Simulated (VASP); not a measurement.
Write the native input for VASP 6.6.1 that does the following.

* Task: single point
* Functional: r2SCAN
* Dispersion: D3(BJ)
* Potentials or basis: VASP PAW PBE potentials, release 64 (Si)
* Cutoff: 520 eV
* k mesh: 8 × 8 × 8
* Occupations: fermi-dirac, width 0.05 eV
* Spin: no spin polarisation
* Dipole correction: no
* Further INCAR settings: ALGO = Normal; EDIFF = 1e-06; NBANDS = 11

Crystal: Si.

```
Si
1.0
     0.00000    2.70358    2.70358
     2.70358    0.00000    2.70358
     2.70358    2.70358    0.00000
Si
2
Direct
  0.50000 0.50000 0.50000
  0.75000 0.75000 0.75000
```

One way to write it, as run:

POSCAR

```
Si
1.0
    0.0000000000      2.7035831784      2.7035831784
    2.7035831784      0.0000000000      2.7035831784
    2.7035831784      2.7035831784      0.0000000000
Si
2
Direct
    0.5000000000      0.5000000000      0.5000000000
    0.7500000000      0.7500000000      0.7500000000
```

INCAR.step1

```
SYSTEM = Si
PREC = Accurate
ENCUT = 520
ISMEAR = -1
SIGMA = 0.05
LREAL = .FALSE.
LASPH = .TRUE.
NELM = 60
NBANDS = 11
GGA = PE
ALGO = Normal
EDIFF = 1E-4
LWAVE = .TRUE.
LCHARG = .FALSE.
```

INCAR.step2

```
SYSTEM = Si
PREC = Accurate
ENCUT = 520
EDIFF = 1E-6
ISMEAR = -1
SIGMA = 0.05
LREAL = .FALSE.
LASPH = .TRUE.
NELM = 60
ALGO = Normal
ISIF = 2
LWAVE = .FALSE.
LCHARG = .FALSE.
METAGGA = R2SCAN
LMIXTAU = .TRUE.
IVDW = 12
VDW_S6 = 1.0
VDW_S8 = 0.78981345
VDW_A1 = 0.49484001
VDW_A2 = 5.73083694
NBANDS = 11
ISTART = 1
```

KPOINTS

```
Automatic mesh
0
G
  8 8 8
  0 0 0
```

Potentials or basis: VASP PAW PBE potentials, release 64 (Si).

The run is started by

```sh
$ cat potpaw_PBE.64/Si/POTCAR > POTCAR
$ cp INCAR.step1 INCAR
$ mpirun -np 1 vasp_std > vasp.out
$ cp INCAR.step2 INCAR
$ mpirun -np 1 vasp_std > vasp.out
```

It gave:

```json
{
  "Pressure": "0.7 GPa",
  "Band gap on the k mesh": "0.79 eV, indirect (least direct gap 2.76 eV)",
  "Dispersion energy per atom": "-0.149 eV"
}
```

Caveat: the PAW data sets were made with another functional, which shifts forces and pressure a little.

Wall time 96 s on 1 thread of AMD EPYC 7R13, with other jobs on the host, peak memory 0.13 GiB.
